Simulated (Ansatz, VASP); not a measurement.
# One calculation of AlN, two programs

Contents of INCAR:

```
  PREC = Accurate
  ENCUT = 520
  EDIFF = 1E-6
  ISMEAR = -1
  SIGMA = 0.02
  LREAL = F
  LASPH = T
  NELM = 80
  ALGO = Normal
  ISIF = 2
  LWAVE = F
  LCHARG = F
  GGA = PE
  NBANDS = 11
```

File KPOINTS:

```
regular mesh
0
Gamma
  10 10 10
```

Contents of POSCAR:

```
AlN
1.0
    0.0307724523      2.0092635354      2.0092635354
    2.0092635354      0.0307724523      2.0092635354
    2.0092635354      2.0092635354      0.0307724523
Al N
1 1
Direct
    0.0000000000      0.0000000000      0.0000000000
    0.5000000000      0.5000000000      0.5000000000
```

Input for Ansatz:

```yaml
crystal:
  lattice:
    - [0.0307724523, 2.0092635354, 2.0092635354]
    - [2.0092635354, 0.0307724523, 2.0092635354]
    - [2.0092635354, 2.0092635354, 0.0307724523]
  atoms:
    - { symbol: Al, position: [0.0, 0.0, 0.0] }
    - { symbol: "N", position: [0.5, 0.5, 0.5] }
kpoints:
  mp_grid: { grid: [10, 10, 10] }
  band_path:
    path:
      - [0.0, 0.0, 0.0]
      - [0.5, 0.0, 0.5]
      - [0.625, 0.25, 0.625]
      - [0.375, 0.375, 0.75]
      - [0.5, 0.5, 0.5]
      - [0.5, 0.25, 0.75]
      - [0.0, 0.5, 0.5]
    npoints: 1
hamiltonian:
  xc: pbe
scf:
  occupations: { method: fermi_dirac, width: 0.02 }
  n_extra_bands: 4
output:
  forces: true
  stress: true
  eigenvalues: true
```

Change from the starting cell: epitaxial_111 strain -2.0%.

Alike in both runs: task single point; functional PBE; k mesh 10 × 10 × 10; occupations fermi-dirac, width 0.02 eV; no spin polarisation.

```csv
,VASP,Ansatz
version,VASP 6.6.1,Ansatz 0.2.0
potentials or method,"VASP PAW PBE potentials, release 64 (Al, N)","plane waves, PAW"
plane-wave cutoff (eV),520,420
valence electrons in the cell,8,8
```

|  | VASP | Ansatz | Ansatz less VASP |
| --- | --- | --- | --- |
| gap on the k mesh at the Fermi level (eV) | 4.73 | 4.74 | +0.013 |
| pressure (GPa) | 17.3 | 17.7 | +0.33 |
| traceless stress, the component that is largest in VASP (GPa) | -5.25 | -5.25 | +0.001 |

With one functional, cell and mesh, what is left measures potentials, basis and numerics.
